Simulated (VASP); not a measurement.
Set up this calculation in VASP 6.6.1, as the native input.

```
Task                   : single point
Functional             : PBE
Potentials or basis    : VASP PAW PBE potentials, release 64 (Cs_sv, Co_sv)
Cutoff                 : 600 eV
k mesh                 : 4 × 4 × 4
Occupations            : gaussian, width 0.1 eV
Spin                   : collinear spin, ferromagnetic start
Starting moments       : [0.0, 1.76, 1.76, 1.76] μB
Dipole correction      : no
Further INCAR settings : ALGO = Normal; EDIFF = 1e-06; NBANDS = 42
```

The structure of CsCo3 lies in POSCAR:

```
CsCo3
1.0
    3.9907862604      0.0000000000      0.0000000000
    0.0000000000      3.9907862604      0.0000000000
    0.0000000000      0.0000000000      3.9907862604
Cs Co
1 3
Direct
    0.0000000000      0.0000000000      0.0000000000
    0.0000000000      0.5000000000      0.5000000000
    0.5000000000      0.0000000000      0.5000000000
    0.5000000000      0.5000000000      0.0000000000
```

One way to write it, as run:

INCAR

```
SYSTEM = CsCo3
PREC = Accurate
ENCUT = 600
EDIFF = 1E-6
ISMEAR = 0
SIGMA = 0.1
LREAL = .False.
LASPH = .True.
NELM = 200
ALGO = Normal
ISIF = 2
LWAVE = .False.
LCHARG = .False.
ISPIN = 2
MAGMOM = 0 1.76 1.76 1.76
LORBIT = 11
LMAXMIX = 4
GGA = PE
NBANDS = 42
GGA_COMPAT = .False.
```

KPOINTS

```
regular mesh
0
Gamma
  4 4 4
  0 0 0
```

Potentials or basis: VASP PAW PBE potentials, release 64 (Cs_sv, Co_sv).

The run is started by

```bash
$ cat potpaw_PBE.64/Cs_sv/POTCAR potpaw_PBE.64/Co_sv/POTCAR > POTCAR
$ mpirun -np 1 vasp_std > vasp.out
```

It gave:

| Quantity | Value |
| --- | --- |
| Pressure | -0.4 GPa |
| Net moment | 4.38 μB per cell |
| Site moments | Cs +0.02; Co +1.52 μB |
| Valence electrons inside the program's atomic spheres | Cs 6.70; Co 15.06 |

Caveat: the k points lie up to 0.39 Å⁻¹ apart.

Wall time 46 s on 1 thread of Intel(R) Xeon(R) Platinum 8488C (Sapphire Rapids), on a shared host, peak memory 0.22 GiB.
